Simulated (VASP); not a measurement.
# NiPt (P4/mmm) in VASP: further runs

NiPt is run at these levels: LDA; tasks: single point.

All numbers are computed with VASP 6.6.1; they aren't measurements. Logs are shortened: lines on timing, memory, paths and dates and some standing lists are left out, and cuts for length are marked.

### 1 The cell of the first run

It takes space group P4/mmm (No. 123, tetragonal). The conventional cell has a = 2.516 Å, b = 2.516 Å, c = 3.322 Å, α = 90.00°, β = 90.00°, γ = 90.00°. Ni (site symmetry 4/mmm) has 8 Pt at 2.43 Å and 6 Ni at 2.52 to 3.32 Å within 3.4 Å. Pt (site symmetry 4/mmm) has 8 Ni at 2.43 Å and 6 Pt at 2.52 to 3.32 Å within 3.4 Å.

### 2 Single point, LDA, collinear spin, ferromagnetic start (10.51 Å³/atom)

Contents of INCAR:

```
PREC = Accurate
ENCUT = 590
EDIFF = 1E-6
ISMEAR = -1
SIGMA = 0.1
LREAL = F
LASPH = T
NELM = 200
ALGO = Normal
ISIF = 2
LWAVE = F
LCHARG = F
ISPIN = 2
MAGMOM = 1.5 0.6
LORBIT = 11
LMAXMIX = 4
NBANDS = 29
GGA_COMPAT = F
```

Contents of KPOINTS:

```
regular mesh
0
Gamma
  11 11 8
```

Contents of POSCAR:

```
NiPt
1.0
    2.5156852576      0.0000000000      0.0000000000
    0.0000000000      2.5156852576      0.0000000000
    0.0000000000      0.0000000000      3.3218180310
Ni Pt
1 1
Direct
    0.5000000000      0.5000000000      0.5000000000
    0.0000000000      0.0000000000      0.0000000000
```

Potentials or basis: VASP PAW LDA potentials, release 64 (Ni_sv_GW, Pt_sv_GW).

The run is started by

```sh
> cat potpaw_LDA.64/Ni_sv_GW/POTCAR potpaw_LDA.64/Pt_sv_GW/POTCAR > POTCAR
> mpirun -np 1 vasp_std > vasp.out
```

OUTCAR:

```text
PREC = Accurate
   ENCUT = 590
   EDIFF = 1E-6
   ISMEAR = -1
   LREAL = F
   LASPH = T
   NELM = 200
   ISIF = 2
   ISPIN = 2
   LORBIT = 11

 ion  position               nearest neighbor table
   1  0.500  0.500  0.500-   2 2.43   2 2.43   2 2.43   2 2.43   2 2.43   2 2.43   2 2.43   2 2.43

   2  0.000  0.000  0.000-   1 2.43   1 2.43   1 2.43   1 2.43   1 2.43   1 2.43   1 2.43   1 2.43

  LATTYP: Found a simple tetragonal cell.
 ALAT       =     2.5156852576
 C/A-ratio  =     1.3204426193

  Lattice vectors:

 A1 = (   2.5156852576,   0.0000000000,   0.0000000000)
 A2 = (   0.0000000000,   2.5156852576,   0.0000000000)
 A3 = (   0.0000000000,   0.0000000000,   3.3218180310)

Analysis of symmetry for initial positions (statically):
=====================================================================
 Subroutine PRICEL returns:
 Original cell was already a primitive cell.

 Routine SETGRP: Setting up the symmetry group for a
 simple tetragonal supercell.

 Subroutine GETGRP returns: Found 16 space group operations
 (whereof 16 operations were pure point group operations)
 out of a pool of 16 trial point group operations.

The static configuration has the point symmetry D_4h.

Analysis of symmetry for dynamics (positions and initial velocities):
=====================================================================
 Subroutine PRICEL returns:
 Original cell was already a primitive cell.

 Routine SETGRP: Setting up the symmetry group for a
 simple tetragonal supercell.

 Subroutine GETGRP returns: Found 16 space group operations
 (whereof 16 operations were pure point group operations)
 out of a pool of 16 trial point group operations.

The dynamic configuration has the point symmetry D_4h.

Analysis of structural, dynamic, and magnetic symmetry:
=====================================================================
 Subroutine PRICEL returns:
 Original cell was already a primitive cell.

 Routine SETGRP: Setting up the symmetry group for a
 simple tetragonal supercell.

 Subroutine GETGRP returns: Found 16 space group operations
 (whereof 16 operations were pure point group operations)
 out of a pool of 16 trial point group operations.

The overall configuration has the point symmetry D_4h.

 Subroutine INISYM returns: Found 16 space group operations
 (whereof 16 operations are pure point group operations),
 and found     1 'primitive' translations

----------------------------------------------------------------------------------------

                                     Primitive cell

  volume of cell :      21.0227

  direct lattice vectors                    reciprocal lattice vectors
     2.515685258  0.000000000  0.000000000     0.397506006  0.000000000  0.000000000
     0.000000000  2.515685258  0.000000000     0.000000000  0.397506006  0.000000000
     0.000000000  0.000000000  3.321818031     0.000000000  0.000000000  0.301039970

  length of vectors
     2.515685258  2.515685258  3.321818031     0.397506006  0.397506006  0.301039970

  position of ions in fractional coordinates (direct lattice)
     0.500000000  0.500000000  0.500000000
     0.000000000  0.000000000  0.000000000

  ion indices of the primitive-cell ions
   primitive index   ion index
                 1           1
                 2           2

----------------------------------------------------------------------------------------

 KPOINTS: regular mesh

Automatic generation of k-mesh.
 Grid dimensions read from file:
 generate k-points for:   11   11    8

 Generating k-lattice:

  Cartesian coordinates                     Fractional coordinates (reciprocal lattice)
     0.036136910  0.000000000  0.000000000     0.090909091  0.000000000  0.000000000
     0.000000000  0.036136910  0.000000000     0.000000000  0.090909091  0.000000000
     0.000000000  0.000000000  0.037629996     0.000000000  0.000000000  0.125000000

  Length of vectors
     0.036136910  0.036136910  0.037629996

  Shift w.r.t. Gamma in fractional coordinates (k-lattice)
     0.000000000  0.000000000  0.000000000

 Subroutine IBZKPT returns following result:
 ===========================================

 Found    105 irreducible k-points:

 Following reciprocal coordinates:
            Coordinates               Weight
  0.000000  0.000000  0.000000      1.000000
  0.090909  0.000000  0.000000      4.000000
  0.181818  0.000000  0.000000      4.000000
  0.272727  0.000000  0.000000      4.000000
  0.363636  0.000000  0.000000      4.000000
  0.454545  0.000000  0.000000      4.000000
[... 16 lines left out ...]
  0.090909  0.000000  0.125000      8.000000
  0.181818  0.000000  0.125000      8.000000
 [... further k-points ...]
   k-points           NKPTS =    105   k-points in BZ     NKDIM =    105   number of bands    NBANDS=     29
   number of dos      NEDOS =    301   number of ions     NIONS =      2
   total plane-waves  NPLWV =  11200
   dimension x,y,z NGX =    20 NGY =   20 NGZ =   28
   dimension x,y,z NGXF=    40 NGYF=   40 NGZF=   56
   ions per type =               1   1
   NGX,Y,Z   is equivalent  to a cutoff of  13.22, 13.22, 14.01 a.u.
   NGXF,Y,Z  is equivalent  to a cutoff of  26.43, 26.43, 28.03 a.u.
 SYSTEM =  unknown system
   PREC   = accura    normal or accurate (medium, high low for compatibility)
   ISTART =      0    job   : 0-new  1-cont  2-samecut
   ICHARG =      2    charge: 1-file 2-atom 10-const
   ISPIN  =      2    spin polarized calculation?
   LNONCOLLINEAR =      F non collinear calculations
   LSORBIT =      F    spin-orbit coupling
   LASPH  =      T    aspherical Exc in radial PAW
   ENCUT  =  590.0 eV  43.36 Ry    6.59 a.u.   4.98  4.98  6.58*2*pi/ulx,y,z
   NELM   =    200;   NELMIN=  2; NELMDL= -5     # of ELM steps
   EDIFF  = 0.1E-05   stopping-criterion for ELM
   LREAL  =      F    real-space projection
[... 7 lines left out ...]
   TEBEG  =    0.0;   TEEND  =   0.0 temperature during run
   PSTRESS=    0.0 pullay stress
   NELECT =      36.0000    total number of electrons
   NUPDOWN=      -1.0000    fix difference up-down
   EMIN   =  10.00;   EMAX   =-10.00  energy-range for DOS
   EFERMI =   0.00;   METHOD = LEGACY
   ISMEAR =    -1;   SIGMA  =   0.10  broadening in eV -4-tet -1-fermi 0-gaus
   EFERMI_NEDOS =   21; number of points for ismear=-14 and -15
   IALGO  =     38    algorithm
   IMIX   =      4    mixing-type and parameters
     AMIX     =   0.40;   BMIX     =  1.00
     AMIX_MAG =   1.60;   BMIX_MAG =  1.00
  volume/ion in A,a.u.               =      10.51        70.93
  Fermi-wavevector in a.u.,A,eV,Ry     =   1.958602  3.701221 52.193603  3.836122
  Thomas-Fermi vector in A             =   2.984194
   LORBIT       =     11    0 simple, 1 ext, 2 COOP (PROOUT), +10 PAW based schemes
   GGA     = CA    functional components
   LHFCALC =     F    Hartree Fock is set to
   AEXX    =    0.0000 exact exchange contribution
   IVDW    =     0    specifies the selected vdW correction
   LEPSILON=     F    determine dielectric tensor
   LRPA    =     F    only Hartree local field effects (RPA)
 spin polarized calculation
  energy-cutoff  :      590.00
  volume of cell :       21.02
 maximum number of plane-waves:       698
 NGX is ok and might be reduce to    20
   NGX =  9   NGY =  9   NGZ = 13

 number of electron      35.9999972 magnetization       0.0033388

 number of electron      35.9999972 magnetization      -0.0016414

 Free energy of the ion-electron system (eV)
  ---------------------------------------------------
  ext. energy  EPLUGINS =         0.00000000
  ---------------------------------------------------
  free energy    TOTEN  =       -14.20034581 eV

  energy without entropy =      -14.11728063  energy(sigma->0) =      -14.15881322

 E-fermi :  12.9318     XC(G=0): -15.7643

 val. band max:       12.9034656296   @ k =   0.4545   0.2727   0.5000
 cond. band min:      12.9353089717   @ k =   0.1818   0.0000   0.3750
 fundamental gap:      0.0318433421
 Fermi energy:        12.9318355901

 spin component 1

 k-point     1 :       0.0000    0.0000    0.0000
  band No.  band energies     occupation
      1     -89.4422      1.00000
      2     -86.1933      1.00000
      3     -50.5602      1.00000
      4     -50.3923      1.00000
      5     -50.3923      1.00000
      6     -40.6079      1.00000
[... 21 lines left out ...]
     28      36.3193      0.00000
     29      39.2867      0.00000
[... 705 lines left out ...]
 k-point    24 :       0.1818    0.0000    0.1250
  band No.  band energies     occupation
      1     -89.4395      1.00000
      2     -86.1816      1.00000
      3     -50.5551      1.00000
      4     -50.4272      1.00000
      5     -50.3899      1.00000
      6     -40.5973      1.00000
[... 21 lines left out ...]
     28      40.3689      0.00000
     29      40.9777      0.00000

 [... further k-points ...]

 spin component 2

 k-point     1 :       0.0000    0.0000    0.0000
  band No.  band energies     occupation
      1     -89.4438      1.00000
      2     -86.1934      1.00000
      3     -50.5617      1.00000
      4     -50.3938      1.00000
      5     -50.3938      1.00000
      6     -40.6081      1.00000
[... 21 lines left out ...]
     28      36.3193      0.00000
     29      39.2866      0.00000
[... 705 lines left out ...]
 k-point    24 :       0.1818    0.0000    0.1250
  band No.  band energies     occupation
      1     -89.4411      1.00000
      2     -86.1818      1.00000
      3     -50.5567      1.00000
      4     -50.4287      1.00000
      5     -50.3914      1.00000
      6     -40.5976      1.00000
[... 21 lines left out ...]
     28      40.3688      0.00000
     29      40.9775      0.00000

 [... further k-points ...]

------------------------ aborting loop because EDIFF is reached ----------------------------------------

  FORCE on cell =-STRESS in cart. coord.  units (eV):
  Direction    XX          YY          ZZ          XY          YZ          ZX
  --------------------------------------------------------------------------------------
  -------------------------------------------------------------------------------------
  Total        9.7081184      9.7081184      8.9182783      0.0000000      0.0000000     -0.0000000
  in kB      739.8730310    739.8730310    679.6779100      0.0000000      0.0000000     -0.0000000
  external PRESSURE =     719.8079906 kB  Pullay stress =       0.0000000 kB

 VOLUME and BASIS-vectors are now :
 -----------------------------------------------------------------------------
  energy-cutoff  :      590.00
  volume of cell :       21.02
      direct lattice vectors                 reciprocal lattice vectors
     2.515685258  0.000000000  0.000000000     0.397506006  0.000000000  0.000000000
     0.000000000  2.515685258  0.000000000     0.000000000  0.397506006  0.000000000
     0.000000000  0.000000000  3.321818031     0.000000000  0.000000000  0.301039970

 POSITION                                       TOTAL-FORCE (eV/Angst)
 -----------------------------------------------------------------------------------
      1.25784      1.25784      1.66091         0.000000      0.000000      0.000000
      0.00000      0.00000      0.00000         0.000000      0.000000      0.000000
 -----------------------------------------------------------------------------------
    total drift:                               -0.000000      0.000000      0.000000

  FREE ENERGIE OF THE ION-ELECTRON SYSTEM (eV)
  ---------------------------------------------------
  free  energy   TOTEN  =       -14.2003458084 eV

  energy  without entropy=      -14.1172806320  energy(sigma->0) =      -14.15881322

 total charge

# of ion       s       p       d       f       tot
--------------------------------------------------
    1        2.256   6.424   7.923   0.012  16.615
    2        4.869   6.158   7.963   0.050  19.041
--------------------------------------------------
tot          7.125  12.582  15.886   0.062  35.656

 magnetization (x)

# of ion       s       p       d       f       tot
--------------------------------------------------
    1        0.000   0.000  -0.001  -0.000  -0.001
    2       -0.000   0.000  -0.000  -0.000  -0.000
--------------------------------------------------
tot         -0.000   0.000  -0.001  -0.000  -0.001
```

It took 2.7 min on 1 thread of Intel Xeon Platinum 8259CL at 2.50GHz (Skylake/Cascade Lake), shared host; peak memory 0.25 GiB.

Results:

```yaml
Free_energy: -14.2003 eV
Pressure: 72.0 GPa
Band_gap_on_the_k_mesh: zero (filled and empty bands overlap)
Net_moment: 0.00 μB per cell
Valence_electrons_inside_the_program's_atomic_spheres: Ni 16.61; Pt 19.04
```

Caveat: the cell stands under pressure; spin-orbit coupling is left out, which moves the levels of the heavy elements.

### 3 Single point, LDA, collinear spin, ferromagnetic start (12.09 Å³/atom)

This run uses another cell than the first one, of 12.09 Å³/atom.

Contents of INCAR:

```
SYSTEM = NiPt
PREC     = Accurate       ! precision mode
ENCUT    = 520            ! plane-wave cutoff, eV
EDIFF    = 1E-6           ! SCF threshold, eV
ISMEAR   = -1             ! smearing method
SIGMA    = 0.1            ! smearing width, eV
LREAL    = .False.        ! projectors in reciprocal space
LASPH    = .True.         ! aspherical terms in the spheres
NELM     = 150            ! most SCF steps
ALGO     = Normal         ! electronic algorithm
ISIF     = 2              ! what is computed and relaxed
LWAVE    = .False.        ! write WAVECAR
LCHARG   = .False.        ! write CHGCAR
ISPIN    = 2              ! spin polarisation
MAGMOM   = 1.5 0.6        ! initial moments
LORBIT   = 11             ! projections on sites
LMAXMIX  = 4              ! l up to which the mixer works
GGA      = CA             ! functional
NBANDS   = 21             ! bands
```

Contents of KPOINTS:

```
Automatic mesh
0
Gamma
  11 11 8
  0 0 0
```

Contents of POSCAR:

```
NiPt
1.0
    2.6356571635      0.0000000000      0.0000000000
    0.0000000000      2.6356571635      0.0000000000
    0.0000000000      0.0000000000      3.4802340486
Ni Pt
1 1
Direct
    0.5000000000      0.5000000000      0.5000000000
    0.0000000000      0.0000000000      0.0000000000
```

Potentials or basis: VASP PAW LDA potentials, release 64 (Ni, Pt).

The run is started by

```sh
> cat potpaw_LDA.64/Ni/POTCAR potpaw_LDA.64/Pt/POTCAR > POTCAR
> mpirun -np 1 vasp_std > vasp.out
```

It took 1.7 min on 1 thread of Intel Xeon Platinum 8259CL at 2.50GHz (Skylake/Cascade Lake), shared host; peak memory 0.19 GiB.

The run converged. Its results:

| Property | Result |
| --- | --- |
| Free energy | -14.2851 eV |
| Pressure | 9.6 GPa |
| Band gap on the k mesh | zero (filled and empty bands overlap) |
| Net moment | 0.00 μB per cell |
| Valence electrons inside the program's atomic spheres | Ni 9.42; Pt 9.59 |

Stress tensor (GPa, compression positive):
```
9.95 0.00 0.00
0.00 9.95 0.00
0.00 0.00 8.98
```

Levels at points of the mesh, in eV from the Fermi level:
Spin up:
| k point | band 8 | band 9 | band 10 | band 11 | band 12 | band 13 |
| --- | --- | --- | --- | --- | --- | --- |
| (0.00, 0.00, 0.00) | -0.87 | 0.09 | 0.33 | 0.33 | 3.08 | 11.99 |
| (0.00, 0.00, 0.50) | -1.56 | -1.53 | -1.53 | -0.89 | -0.61 | 16.33 |
Spin down:
| k point | band 6 | band 7 | band 8 | band 9 | band 10 | band 11 | band 12 | band 13 | band 14 | band 15 |
| --- | --- | --- | --- | --- | --- | --- | --- | --- | --- | --- |
| (0.00, 0.00, 0.00) | -2.11 | -1.52 | -0.87 | 0.09 | 0.34 | 0.34 | 3.08 | 11.99 | 12.16 | 12.16 |
| (0.00, 0.00, 0.50) | -2.22 | -2.22 | -1.56 | -1.53 | -1.53 | -0.88 | -0.61 | 16.33 | 16.79 | 17.46 |

Caveat: the cell stands under pressure; spin-orbit coupling is left out, which moves the levels of the heavy elements.

### 4 Single point, LDA, collinear spin, ferromagnetic start (12.09 Å³/atom)

This run uses another cell than the first one, of 12.09 Å³/atom.

Contents of INCAR:

```
PREC     = Accurate       # precision mode
ENCUT    = 520            # plane-wave cutoff, eV
EDIFF    = 1E-6           # SCF threshold, eV
ISMEAR   = -1             # smearing method
SIGMA    = 0.1            # smearing width, eV
LREAL    = False          # projectors in reciprocal space
LASPH    = True           # aspherical terms in the spheres
NELM     = 150            # most SCF steps
ALGO     = Normal         # electronic algorithm
ISIF     = 2              # what is computed and relaxed
LWAVE    = False          # write WAVECAR
LCHARG   = False          # write CHGCAR
ISPIN    = 2              # spin polarisation
MAGMOM   = 1.5 0.6        # initial moments
LORBIT   = 11             # projections on sites
LMAXMIX  = 4              # l up to which the mixer works
NBANDS   = 21             # bands
```

Contents of KPOINTS:

```
regular mesh
0
Gamma
  11 11 8
```

POSCAR is that of step 3.

The run is started by

```sh
> cat potpaw_LDA.64/Ni/POTCAR potpaw_LDA.64/Pt/POTCAR > POTCAR
> mpirun -np 1 vasp_std > vasp.out
```

Run time: 1.7 min. Hardware: 1 thread of Intel Xeon Platinum 8259CL at 2.50GHz (Skylake/Cascade Lake), shared host; peak memory 0.19 GiB.

It converged, with:

* Free energy: -14.2851 eV
* Pressure: 9.6 GPa
* Band gap on the k mesh: zero (filled and empty bands overlap)
* Net moment: 0.00 μB per cell
* Valence electrons inside the program's atomic spheres: Ni 9.42; Pt 9.59

Stress tensor (GPa, compression positive):
```
9.95 0.00 0.00
0.00 9.95 0.00
0.00 0.00 8.98
```

Levels at points of the mesh, in eV from the Fermi level:
Spin up:
```tsv
k point	band 6	band 7	band 8	band 9	band 10	band 11	band 12	band 13	band 14	band 15
(0.00, 0.00, 0.00)	-2.11	-1.52	-0.87	0.09	0.33	0.33	3.08	11.99	12.16	12.16
(0.00, 0.00, 0.50)	-2.22	-2.22	-1.56	-1.53	-1.53	-0.89	-0.61	16.33	16.79	17.46
```
Spin down:
| k point | band 8 | band 9 | band 10 | band 11 | band 12 | band 13 |
| --- | --- | --- | --- | --- | --- | --- |
| (0.00, 0.00, 0.00) | -0.87 | 0.09 | 0.34 | 0.34 | 3.08 | 11.99 |
| (0.00, 0.00, 0.50) | -1.56 | -1.53 | -1.53 | -0.88 | -0.61 | 16.33 |

Caveat: the cell stands under pressure; spin-orbit coupling is left out, which moves the levels of the heavy elements.

(Part 1 of 2 ends here.)
